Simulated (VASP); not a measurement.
# MgZnO4 (P-6m2) in VASP: further runs

Runs on MgZnO4. Level: PBE. Tasks: single point.

Everything below comes from runs of VASP 6.6.1. Logs are shortened: lines on timing, memory, paths and dates and some standing lists are left out, and cuts for length are marked.

## (1) The cell of the first run

The structure is hexagonal, space group P-6m2 (No. 187). The conventional cell has a = 5.133 Å, b = 5.133 Å, c = 2.936 Å, α = 90.00°, β = 90.00°, γ = 120.00°. Within 3.9 Å of Mg (site symmetry -6m2) lie 2 Mg at 2.94 Å and 15 O at 2.96 Å and 3 Zn at 2.96 Å. Within 2.7 Å of Zn (site symmetry -6m2) lie 6 O at 2.04 Å. Within 2.8 Å of O (site symmetry -6m2) lie 6 O at 2.13 Å. O (site symmetry mm2) has 2 Zn at 2.04 Å and 6 O at 2.13 to 2.68 Å within 2.7 Å.

The cell was built from a structure type or drawn by symmetry, and may not be a known phase.

## (2) Single point, PBE, collinear spin, ferromagnetic start

The input, INCAR:

```
ALGO     = Normal         # electronic algorithm
EDIFF    = 1E-7           # SCF threshold, eV
ENCUT    = 520            # plane-wave cutoff, eV
GGA      = PE             # functional
ISIF     = 2              # what is computed and relaxed
ISMEAR   = 0              # smearing method
ISPIN    = 2              # spin polarisation
LASPH    = T              # aspherical terms in the spheres
LCHARG   = F              # write CHGCAR
LORBIT   = 11             # projections on sites
LREAL    = F              # projectors in reciprocal space
LWAVE    = F              # write WAVECAR
MAGMOM   = 0 0 1 1 1 1    # initial moments
NBANDS   = 32             # bands
NELM     = 150            # most SCF steps
PREC     = Accurate       # precision mode
SIGMA    = 0.1            # smearing width, eV
```

The input, KPOINTS:

```
k-points
0
Gamma
  6 6 6
```

The input, POSCAR:

```
MgZnO4
1.0
    5.1328387489      0.0000000032      0.0000000000
   -2.5664193772      4.4451687485      0.0000000000
    0.0000000000      0.0000000000      2.9360960104
Mg Zn O
1 1 4
Direct
    0.6666666667      0.3333333333      0.0000000000
    0.0000000000      0.0000000000      0.0000000000
    0.3333333333      0.6666666667      0.0000000000
    0.6810686255      0.8405343128      0.5000000000
    0.1594656872      0.8405343128      0.5000000000
    0.1594656872      0.3189313745      0.5000000000
```

Potentials or basis: VASP PAW PBE potentials, release 64 (Mg, Zn, O).

Run with:

```bash
cat potpaw_PBE.64/Mg/POTCAR potpaw_PBE.64/Zn/POTCAR potpaw_PBE.64/O/POTCAR > POTCAR
mpirun -np 1 vasp_std > vasp.out
```

OUTCAR:

```text
EDIFF = 1E-7
   ENCUT = 520
   GGA = PE
   ISIF = 2
   ISMEAR = 0
   ISPIN = 2
   LASPH = T
   LORBIT = 11
   LREAL = F
   NELM = 150
   PREC = Accurate

 ion  position               nearest neighbor table
   1  0.667  0.333  0.000-   2 2.96   2 2.96   2 2.96
   2  0.000  0.000  0.000-   5 2.04   5 2.04   4 2.04   4 2.04   6 2.04   6 2.04   1 2.96   1 2.96
                             1 2.96
   3  0.333  0.667  0.000-
   4  0.681  0.841  0.500-   2 2.04   2 2.04
   5  0.159  0.841  0.500-   2 2.04   2 2.04
   6  0.159  0.319  0.500-   2 2.04   2 2.04

  LATTYP: Found a hexagonal cell.
 ALAT       =     5.1328387489
 C/A-ratio  =     0.5720218682

  Lattice vectors:

 A1 = (   5.1328387489,   0.0000000032,   0.0000000000)
 A2 = (  -2.5664193772,   4.4451687485,   0.0000000000)
 A3 = (   0.0000000000,   0.0000000000,   2.9360960104)

Analysis of symmetry for initial positions (statically):
=====================================================================
 Subroutine PRICEL returns:
 Original cell was already a primitive cell.

 Routine SETGRP: Setting up the symmetry group for a
 hexagonal supercell.

 Subroutine GETGRP returns: Found 12 space group operations
 (whereof 12 operations were pure point group operations)
 out of a pool of 24 trial point group operations.

The static configuration has the point symmetry D_3h.

Analysis of symmetry for dynamics (positions and initial velocities):
=====================================================================
 Subroutine PRICEL returns:
 Original cell was already a primitive cell.

 Routine SETGRP: Setting up the symmetry group for a
 hexagonal supercell.

 Subroutine GETGRP returns: Found 12 space group operations
 (whereof 12 operations were pure point group operations)
 out of a pool of 24 trial point group operations.

The dynamic configuration has the point symmetry D_3h.

Analysis of structural, dynamic, and magnetic symmetry:
=====================================================================
 Subroutine PRICEL returns:
 Original cell was already a primitive cell.

 Routine SETGRP: Setting up the symmetry group for a
 hexagonal supercell.

 Subroutine GETGRP returns: Found 12 space group operations
 (whereof 12 operations were pure point group operations)
 out of a pool of 24 trial point group operations.

The overall configuration has the point symmetry D_3h.

 Subroutine INISYM returns: Found 12 space group operations
 (whereof 12 operations are pure point group operations),
 and found     1 'primitive' translations

----------------------------------------------------------------------------------------

                                     Primitive cell

  volume of cell :      66.9909

  direct lattice vectors                    reciprocal lattice vectors
     5.132838749  0.000000003  0.000000000     0.194823966  0.112481669  0.000000000
    -2.566419377  4.445168749  0.000000000    -0.000000000  0.224963338  0.000000000
     0.000000000  0.000000000  2.936096010     0.000000000  0.000000000  0.340588317

  length of vectors
     5.132838749  5.132838749  2.936096010     0.224963338  0.224963338  0.340588317

  position of ions in fractional coordinates (direct lattice)
     0.666666667  0.333333333  0.000000000
     0.000000000  0.000000000  0.000000000
     0.333333333  0.666666667  0.000000000
     0.681068626  0.840534313  0.500000000
     0.159465687  0.840534313  0.500000000
     0.159465687  0.318931374  0.500000000

  ion indices of the primitive-cell ions
   primitive index   ion index
                 1           1
                 2           2
                 3           3
                 4           4
                 5           5
                 6           6

----------------------------------------------------------------------------------------

 KPOINTS: k-points

Automatic generation of k-mesh.
[... 25 lines left out ...]
  0.333333  0.000000  0.000000      6.000000
  0.500000  0.000000  0.000000      3.000000
  0.166667  0.166667  0.000000      6.000000
  0.333333  0.166667  0.000000     12.000000
[... 16 lines left out ...]
  0.166667  0.000000  0.500000      6.000000
  0.333333  0.000000  0.500000      6.000000
 [... further k-points ...]
   k-points           NKPTS =     28   k-points in BZ     NKDIM =     28   number of bands    NBANDS=     32
   number of dos      NEDOS =    301   number of ions     NIONS =      6
   total plane-waves  NPLWV =  38400
   dimension x,y,z NGX =    40 NGY =   40 NGZ =   24
   dimension x,y,z NGXF=    80 NGYF=   80 NGZF=   48
   ions per type =               1   1   4
   NGX,Y,Z   is equivalent  to a cutoff of  12.96, 12.96, 13.59 a.u.
   NGXF,Y,Z  is equivalent  to a cutoff of  25.91, 25.91, 27.18 a.u.
 SYSTEM =  unknown system
   PREC   = accura    normal or accurate (medium, high low for compatibility)
   ISTART =      0    job   : 0-new  1-cont  2-samecut
   ICHARG =      2    charge: 1-file 2-atom 10-const
   ISPIN  =      2    spin polarized calculation?
   LNONCOLLINEAR =      F non collinear calculations
   LSORBIT =      F    spin-orbit coupling
   LASPH  =      T    aspherical Exc in radial PAW
   ENCUT  =  520.0 eV  38.22 Ry    6.18 a.u.   9.54  9.54  5.46*2*pi/ulx,y,z
   NELM   =    150;   NELMIN=  2; NELMDL= -5     # of ELM steps
   EDIFF  = 0.1E-06   stopping-criterion for ELM
   LREAL  =      F    real-space projection
   EDIFFG = 0.1E-05   stopping-criterion for IOM
   NSW    =      0    number of steps for IOM
   IBRION =     -1    ionic relax: 0-MD 1-quasi-New 2-CG
   NFREE  =      0    steps in history (QN), initial steepest desc. (CG)
   ISIF   =      2    stress and relaxation
   ISYM   =      2    0-nonsym 1-usesym 2-fastsym
   POTIM  = 0.5000    time-step for ionic-motion
   TEBEG  =    0.0;   TEEND  =   0.0 temperature during run
   PSTRESS=    0.0 pullay stress
   NELECT =      38.0000    total number of electrons
   NUPDOWN=      -1.0000    fix difference up-down
   EMIN   =  10.00;   EMAX   =-10.00  energy-range for DOS
   EFERMI =   0.00;   METHOD = LEGACY
   ISMEAR =     0;   SIGMA  =   0.10  broadening in eV -4-tet -1-fermi 0-gaus
   EFERMI_NEDOS =   21; number of points for ismear=-14 and -15
   IALGO  =     38    algorithm
   IMIX   =      4    mixing-type and parameters
     AMIX     =   0.40;   BMIX     =  1.00
     AMIX_MAG =   1.60;   BMIX_MAG =  1.00
  volume/ion in A,a.u.               =      11.17        75.35
  Fermi-wavevector in a.u.,A,eV,Ry     =   1.355181  2.560921 24.987313  1.836516
  Thomas-Fermi vector in A             =   2.482290
   LORBIT       =     11    0 simple, 1 ext, 2 COOP (PROOUT), +10 PAW based schemes
   GGA     = PE    functional components
   LHFCALC =     F    Hartree Fock is set to
   AEXX    =    0.0000 exact exchange contribution
   IVDW    =     0    specifies the selected vdW correction
   LEPSILON=     F    determine dielectric tensor
   LRPA    =     F    only Hartree local field effects (RPA)
 spin polarized calculation
 Gauss-broadening in eV      SIGMA  =   0.10
  energy-cutoff  :      520.00
  volume of cell :       66.99
 maximum number of plane-waves:      1846
 NGX is ok and might be reduce to    40
   NGX = 19   NGY = 19   NGZ = 11

 number of electron      38.0000006 magnetization       0.8765231

 Free energy of the ion-electron system (eV)
  ---------------------------------------------------
  ext. energy  EPLUGINS =         0.00000000
  ---------------------------------------------------
  free energy    TOTEN  =       -20.82908922 eV

  energy without entropy =      -20.81734810  energy(sigma->0) =      -20.82321866

 E-fermi :   2.5650     XC(G=0): -10.6516

 val. band max:        2.5591487481   @ k =   0.0000   0.0000   0.5000
 cond. band min:       2.5661782056   @ k =   0.1667   0.0000   0.5000
 fundamental gap:      0.0070294574
 Fermi energy:         2.5649879029

 spin component 1

 k-point     1 :       0.0000    0.0000    0.0000
  band No.  band energies     occupation
      1     -17.4132      1.00000
      2     -14.4708      1.00000
      3     -14.4708      1.00000
      4     -14.1815      1.00000
      5      -4.2375      1.00000
      6      -3.7817      1.00000
[... 805 lines left out ...]
     30      15.3754      0.00000
     31      17.3611      0.00000

 [... further k-points ...]

 spin component 2

 k-point     1 :       0.0000    0.0000    0.0000
  band No.  band energies     occupation
      1     -16.9422      1.00000
      2     -14.4912      1.00000
      3     -14.4912      1.00000
      4     -13.1826      1.00000
      5      -4.2283      1.00000
      6      -3.7779      1.00000
[... 805 lines left out ...]
     30      15.4608      0.00000
     31      17.3484      0.00000

 [... further k-points ...]

 [bands above 31 left out]

------------------------ aborting loop because EDIFF is reached ----------------------------------------

  FORCE on cell =-STRESS in cart. coord.  units (eV):
  Direction    XX          YY          ZZ          XY          YZ          ZX
  --------------------------------------------------------------------------------------
  -------------------------------------------------------------------------------------
  Total        0.1382969      0.1382969      0.3020290      0.0000000      0.0000000     -0.0000000
  in kB        3.3075536      3.3075536      7.2234235      0.0000000      0.0000000     -0.0000000
  external PRESSURE =       4.6128436 kB  Pullay stress =       0.0000000 kB

 VOLUME and BASIS-vectors are now :
 -----------------------------------------------------------------------------
  energy-cutoff  :      520.00
  volume of cell :       66.99
      direct lattice vectors                 reciprocal lattice vectors
     5.132838749  0.000000003  0.000000000     0.194823966  0.112481669  0.000000000
    -2.566419377  4.445168749  0.000000000    -0.000000000  0.224963338  0.000000000
     0.000000000  0.000000000  2.936096010     0.000000000  0.000000000  0.340588317

 POSITION                                       TOTAL-FORCE (eV/Angst)
 -----------------------------------------------------------------------------------
      2.56642      1.48172      0.00000         0.000000     -0.000000     -0.000000
      0.00000      0.00000      0.00000         0.000000      0.000000     -0.000000
     -0.00000      2.96345      0.00000         0.000000     -0.000000     -0.000000
      1.33865      3.73632      1.46805        -0.058873     -0.033990      0.000000
     -1.33865      3.73632      1.46805         0.058873     -0.033990      0.000000
     -0.00000      1.41770      1.46805        -0.000000      0.067980     -0.000000
 -----------------------------------------------------------------------------------
    total drift:                               -0.000001      0.000001     -0.000000

  FREE ENERGIE OF THE ION-ELECTRON SYSTEM (eV)
  ---------------------------------------------------
  free  energy   TOTEN  =       -20.8290892222 eV

  energy  without entropy=      -20.8173481015  energy(sigma->0) =      -20.82321866

 total charge

# of ion       s       p       d       tot
------------------------------------------
    1        0.135   0.055   0.014   0.204
    2        0.498   0.529   9.830  10.857
    3        1.659   2.950   0.000   4.609
    4        1.613   3.205   0.000   4.819
    5        1.613   3.205   0.000   4.819
    6        1.613   3.205   0.000   4.819
--------------------------------------------------
tot          7.132  13.150   9.844  30.126

 magnetization (x)

# of ion       s       p       d       tot
------------------------------------------
    1        0.001  -0.000   0.000   0.002
    2        0.007   0.027  -0.017   0.017
    3        0.007   0.781   0.000   0.788
    4        0.004  -0.018   0.000  -0.014
    5        0.004  -0.018   0.000  -0.014
    6        0.004  -0.018   0.000  -0.014
--------------------------------------------------
tot          0.029   0.753  -0.016   0.766
```

It took 2.5 min on 1 thread of Intel Xeon Platinum 8375C at 2.90GHz (Ice Lake), shared host; peak memory 0.27 GiB.

What came out:

| Quantity | Value |
| --- | --- |
| Free energy | -20.8291 eV |
| Pressure | 0.5 GPa |
| Largest force | 0.068 eV/Å |
| Net moment | 0.88 μB per cell |
| Site moments | Mg +0.00; Zn +0.02; O +0.79, -0.01 (each value once) μB |
| Valence electrons inside the program's atomic spheres | Mg 0.20; Zn 10.86; O 4.61, 4.82 (each value once) |

Forces in eV/Å, atoms in the order of the input:
```
Mg   0.000  0.000  0.000
Zn   0.000  0.000  0.000
O    0.000  0.000  0.000
O   -0.059 -0.034  0.000
O    0.059 -0.034  0.000
O    0.000  0.068  0.000
```

Levels at points of the mesh, in eV from the Fermi level:
Spin up:
```csv
k point,band 18,band 19,band 20,band 21,band 22,band 23
"(0.00, 0.00, 0.00)",-0.82,-0.74,-0.72,0.14,0.14,6.18
"(0.50, 0.00, 0.00)",-0.99,-0.82,0.31,0.31,1.15,3.88
"(0.00, 0.00, 0.50)",-0.54,-0.51,-0.01,-0.01,2.05,4.01
"(0.50, 0.00, 0.50)",-1.38,-0.75,-0.06,1.11,3.02,3.56
```
Spin down:
```csv
k point,band 17,band 18,band 19,band 20,band 21,band 22
"(0.00, 0.00, 0.00)",-0.74,-0.66,-0.66,0.36,0.36,0.52
"(0.50, 0.00, 0.00)",-1.01,-0.66,-0.36,0.68,1.18,1.24
"(0.00, 0.00, 0.50)",-0.27,-0.27,-0.08,-0.08,0.70,2.11
"(0.50, 0.00, 0.50)",-1.43,-0.51,-0.29,0.25,1.88,3.10
```

## (3) Single point, PBE, collinear spin, ferromagnetic start

This run uses another cell than the first one, of 11.45 Å³/atom.

The input, INCAR:

```
SYSTEM = MgZnO4
PREC = Accurate
ENCUT = 520
EDIFF = 1E-6
ISMEAR = 0
SIGMA = 0.1
LREAL = .False.
LASPH = .True.
NELM = 150
ALGO = Normal
ISIF = 2
LWAVE = .False.
LCHARG = .False.
ISPIN = 2
MAGMOM = 0 0 1 1 1 1
LORBIT = 11
GGA = PE
NBANDS = 32
```

The input, KPOINTS:

```
regular mesh
0
Gamma
  6 6 6
  0 0 0
```

The input, POSCAR:

```
MgZnO4
1.0
    4.6701379500      0.0000000000      0.0000000000
   -2.3350689800      4.0444581100      0.0000000000
    0.0000000000      0.0000000000      3.6368772600
Mg Zn O
1 1 4
Direct
    0.6666666700      0.3333333300      0.0000000000
    0.0000000000      0.0000000000      0.0000000000
    0.3333333300      0.6666666700      0.0000000000
    0.6653136400      0.8326568200      0.5000000000
    0.1673431800      0.8326568200      0.5000000000
    0.1673431800      0.3346863600      0.5000000000
```

Potentials or basis: VASP PAW PBE potentials, release 64 (Mg, Zn, O).

Run with:

```bash
cat potpaw_PBE.64/Mg/POTCAR potpaw_PBE.64/Zn/POTCAR potpaw_PBE.64/O/POTCAR > POTCAR
mpirun -np 1 vasp_std > vasp.out
```

Run time: 4.6 min. Hardware: 1 thread of Intel Xeon Platinum 8375C at 2.90GHz (Ice Lake), shared host; peak memory 0.28 GiB.

Results (log left out):

| Quantity | Value |
| --- | --- |
| Free energy | -19.6861 eV |
| Pressure | -5.4 GPa |
| Largest force | 1.064 eV/Å |
| Net moment | 1.76 μB per cell |
| Site moments | Mg -0.02; Zn -0.01; O +0.83, +0.26 (each value once) μB |
| Valence electrons inside the program's atomic spheres | Mg 0.20; Zn 10.61; O 4.72, 4.73 (each value once) |

Forces on the atoms (eV/Å):
```
Mg   0.000  0.000  0.000
Zn   0.000  0.000  0.000
O    0.000  0.000  0.000
O    0.921  0.532  0.000
O   -0.921  0.532  0.000
O    0.000 -1.064  0.000
```

Stress tensor (GPa, compression positive):
```
-3.27  0.00  0.00
 0.00 -3.27  0.00
 0.00  0.00 -9.70
```

Levels at points of the mesh, in eV from the Fermi level:
Spin up:
| k point | band 16 | band 17 | band 18 | band 19 | band 20 | band 21 | band 22 | band 23 | band 24 | band 25 |
| --- | --- | --- | --- | --- | --- | --- | --- | --- | --- | --- |
| (0.00, 0.00, 0.00) | -1.57 | -1.57 | -0.87 | -0.82 | -0.14 | 0.38 | 0.38 | 4.45 | 5.34 | 5.34 |
| (0.50, 0.00, 0.00) | -2.26 | -1.97 | -1.59 | -1.33 | 0.12 | 0.28 | 1.95 | 2.27 | 5.71 | 7.27 |
| (0.00, 0.00, 0.50) | -1.23 | -0.68 | -0.68 | -0.10 | 0.40 | 0.40 | 2.28 | 3.72 | 4.99 | 4.99 |
| (0.50, 0.00, 0.50) | -2.25 | -1.66 | -1.05 | -0.39 | -0.27 | 0.30 | 2.31 | 3.66 | 5.53 | 5.64 |
Spin down:
| k point | band 16 | band 17 | band 18 | band 19 | band 20 | band 21 |
| --- | --- | --- | --- | --- | --- | --- |
| (0.00, 0.00, 0.00) | -1.09 | -1.09 | -0.82 | 0.41 | 0.90 | 0.90 |
| (0.50, 0.00, 0.00) | -1.77 | -1.40 | -1.12 | -0.64 | 0.81 | 1.87 |
| (0.00, 0.00, 0.50) | 0.15 | 0.15 | 0.44 | 0.91 | 0.91 | 0.95 |
| (0.50, 0.00, 0.50) | -1.81 | -1.20 | -0.17 | 0.52 | 0.82 | 1.58 |

Caveat: the cell stands under tension; forces of over 1 eV/Å act on the atoms, so gaps and moduli don't describe the material at rest.
